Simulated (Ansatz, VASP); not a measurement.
# GaN: VASP beside Ansatz

POSCAR

```
GaN
1.0
    2.1998834605      2.1998834605      0.0000000000
   -2.1998834605      2.1998834605      0.0000000000
    0.0000000000      2.1998834605      2.1998834605
Ga N
1 1
Direct
    0.0000000000      0.0000000000      0.0000000000
    0.2500000000      0.7500000000      0.5000000000
```

Contents of INCAR.step1:

```
PREC     = Accurate       # precision mode
ENCUT    = 520            # plane-wave cutoff, eV
ISMEAR   = 0              # smearing method
SIGMA    = 0.01           # smearing width, eV
LREAL    = False          # projectors in reciprocal space
LASPH    = True           # aspherical terms in the spheres
NELM     = 100            # most SCF steps
NBANDS   = 16             # bands
GGA      = PE             # functional
ALGO     = Normal         # electronic algorithm
EDIFF    = 1E-4           # SCF threshold, eV
LWAVE    = True           # write WAVECAR
LCHARG   = False          # write CHGCAR
```

The input INCAR.step2:

```
PREC     = Accurate       # precision mode
ENCUT    = 520            # plane-wave cutoff, eV
EDIFF    = 1E-6           # SCF threshold, eV
ISMEAR   = 0              # smearing method
SIGMA    = 0.01           # smearing width, eV
LREAL    = False          # projectors in reciprocal space
LASPH    = True           # aspherical terms in the spheres
NELM     = 100            # most SCF steps
ALGO     = Normal         # electronic algorithm
ISIF     = 2              # what is computed and relaxed
LWAVE    = False          # write WAVECAR
LCHARG   = False          # write CHGCAR
METAGGA  = R2SCAN         # meta-GGA
LMIXTAU  = True         
NBANDS   = 16             # bands
ISTART   = 1
```

Contents of KPOINTS:

```
regular mesh
0
Gamma
  10 10 10
```

Input for Ansatz:

```yaml
crystal:
  lattice:
    - [2.19988346048, 2.19988346048, 0.0]
    - [-2.19988346048, 2.19988346048, 0.0]
    - [0.0, 2.19988346048, 2.19988346048]
  atoms:
    - { symbol: Ga, position: [0.0, 0.0, 0.0] }
    - { symbol: "N", position: [0.25, 0.75, 0.5] }
kpoints:
  mp_grid: { grid: [10, 10, 10] }
scf:
  occupations: { method: fixed }
  convergence: { dr2_threshold: 1.0e-10 }
hamiltonian:
  xc: r2scan
  pseudopotentials: { kind: paw }
output:
  forces: true
  stress: true
  eigenstates:
    kpoints:
      - [0.0, 0.0, 0.0]
      - [-0.5, -0.5, -0.5]
      - [-0.5, 0.5, 0.0]
      - [0.0, 0.0, -0.5]
      - [0.0, -0.5, -0.5]
      - [0.0, 0.5, 0.0]
      - [-0.5, 0.0, 0.0]
      - [-0.5, 0.0, -0.5]
  eigenvalues: true
```

Alike in both runs: task single point; functional r2SCAN; k mesh 10 × 10 × 10; no spin polarisation.

|  | VASP | Ansatz |
| --- | --- | --- |
| version | VASP 6.6.1 | Ansatz 0.2.0 |
| potentials or method | VASP PAW PBE potentials, release 64 (Ga_d, N) | PAW with Ansatz's default frozen-core files, scalar-relativistic |
| plane-wave cutoff (eV) | 520 | 500 |
| occupations | gaussian, width 0.01 eV | fixed |
| valence electrons in the cell | 18 | 18 |

VASP gave:

| Item | Value |
| --- | --- |
| gap on the k mesh at the Fermi level (eV) | 2.60 |
| pressure (GPa) | 16.3 |

Q: What did Ansatz give for the same quantities?

A: gap on the k mesh at the Fermi level (eV): 2.61; pressure (GPa): 15.0.

VASP's potentials were made for PBE, not for r2SCAN.
